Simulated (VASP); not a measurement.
A run of VASP 6.6.1 is set up as follows.

The input INCAR:

```
PREC = Accurate ; ENCUT = 520
EDIFF = 1E-6 ; ISMEAR = 0
SIGMA = 0.15 ; LREAL = F
LASPH = T ; NELM = 80
ALGO = Normal ; ISIF = 2
LWAVE = F ; LCHARG = F
GGA = PS ; NBANDS = 16
```

File KPOINTS:

```
Automatic mesh
0
Gamma
  18 18 18
```

POSCAR

```
Si2Ni
1.0
    0.0000000000      3.0259787197      2.1393669548
    3.0259787197      0.0000000000      2.1393669548
    3.0259787197      3.0259787197      0.0000000000
Si Ni
2 1
Direct
    0.2500000000      0.2500000000      0.2500000000
    0.7500000000      0.7500000000      0.7500000000
    0.0000000000      0.0000000000      0.0000000000
```

Potentials or basis: VASP PAW PBE potentials, release 64 (Si, Ni).

Launch:

```bash
$ cat potpaw_PBE.64/Si/POTCAR potpaw_PBE.64/Ni/POTCAR > POTCAR
$ mpirun -np 1 vasp_std > vasp.out
```

Problem. Estimate the band gap on the k mesh.

Solution. Zero (band 9 reaches 11.18 eV, above the bottom of band 10 at 8.68 eV).

Problem. Estimate the pressure.

Solution. 11.5 GPa.

Stress tensor (GPa, compression positive):
```
-12.30   0.00   0.00
  0.00 -12.30   0.00
  0.00   0.00  59.20
```

Caveat: the PAW data sets were made with another functional, which shifts forces and pressure a little. Spin polarisation is off, so any magnetic state and its effect on volume and gap are missing.
